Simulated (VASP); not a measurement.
Runs of VASP 6.6.1 on Cd. The structure is that of space group Fm-3m (No. 225), or close to it. The cells are those of the table. 

```tsv
cell	k mesh	gap on the mesh (eV)	pressure (GPa)
a = 3.050 Å, angles 62.4°, 1 atom	18 × 18 × 18	none	(b)
a = 3.084, b = 3.067, c = 3.067 Å, angles 62.9, 62.2, 62.2°, 1 atom	18 × 18 × 18	none	3.1
a = 3.234 Å, angles 59.3°, 1 atom	18 × 18 × 18	none	-0.9
a = 3.088 Å, angles 60.4°, 1 atom	18 × 18 × 18	none	4.8
a = 3.082, b = 3.087, c = 3.087 Å, angles 62.2, 62.5, 62.6°, 1 atom	14 × 14 × 14	none	(a)
```

Alike in all rows: task single point; level PBE; potentials or basis VASP PAW PBE potentials, release 64 (Cd); no spin polarisation; cutoff (eV) 520; smearing gaussian 0.1 eV.

Task: Fill in the values left out.

Result: (a) 2.4; (b) 4.5.

Caveats: the cell stands under pressure (at least some runs).

A k mesh can miss the band edges, and the runs leave out spin-orbit coupling on Cd.

A gap of «none» marks levels without a gap at the run's occupations.
